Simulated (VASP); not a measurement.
Set up this calculation in VASP 6.6.1, as the native input.

| Quantity | Value |
| --- | --- |
| Task | single point |
| Functional | PBE |
| Potentials or basis | VASP PAW PBE potentials, release 64 (Sn_d, Se) |
| Cutoff | 520 eV |
| k mesh | 1 × 1 × 12 |
| Occupations | gaussian, width 0.05 eV |
| Spin | no spin polarisation |
| Dipole correction | no |
| Further INCAR settings | ALGO = Normal; EDIFF = 1e-06; NBANDS = 72 |

The structure of SnSe lies in POSCAR:

```
SnSe
1.0
   16.0000000000      0.0000000000      0.0000000000
    0.0000000000     16.7000000000      0.0000000000
    0.0000000000      0.0000000000      4.2358814654
Sn Se
6 6
Direct
    0.6442833781      0.5593835717      0.5000000000
    0.5184636354      0.6494255101      1.0000000000
    0.3741845891      0.5900290612      0.5000000000
    0.3557166219      0.4406164283      1.0000000000
    0.4815363646      0.3505744899      0.5000000000
    0.6258154109      0.4099709388      1.0000000000
    0.6944410644      0.6580443180      1.0000000000
    0.4543622975      0.7403674934      0.5000000000
    0.2599258556      0.5823188880      1.0000000000
    0.3055589356      0.3419556820      0.5000000000
    0.5456377025      0.2596325066      1.0000000000
    0.7400741444      0.4176811120      0.5000000000
```

One way to write it, as run:

INCAR

```
PREC     = Accurate       # precision mode
ENCUT    = 520            # plane-wave cutoff, eV
EDIFF    = 1E-6           # SCF threshold, eV
ISMEAR   = 0              # smearing method
SIGMA    = 0.05           # smearing width, eV
LREAL    = F              # projectors in reciprocal space
LASPH    = T              # aspherical terms in the spheres
NELM     = 60             # most SCF steps
ALGO     = Normal         # electronic algorithm
ISIF     = 2              # what is computed and relaxed
LWAVE    = F              # write WAVECAR
LCHARG   = T              # write CHGCAR
GGA      = PE             # functional
LELF     = T              # ELF
LVHAR    = T            
NBANDS   = 72             # bands
```

KPOINTS

```
Automatic mesh
0
Gamma
  1 1 12
```

Potentials or basis: VASP PAW PBE potentials, release 64 (Sn_d, Se).

Command:

```bash
$ cat potpaw_PBE.64/Sn_d/POTCAR potpaw_PBE.64/Se/POTCAR > POTCAR
$ mpirun -np 1 vasp_std > vasp.out
```

Results of the run:

```json
{
  "Largest force": "0.016 eV/Å",
  "Band gap on the k mesh": "0.96 eV (least direct gap 1.24 eV)"
}
```

Caveat: spin-orbit coupling is left out, which moves the levels of the heavy elements.

Run time: 23 min on 1 thread of Intel Xeon 8259CL (shared host), peak memory 1.1 GiB.
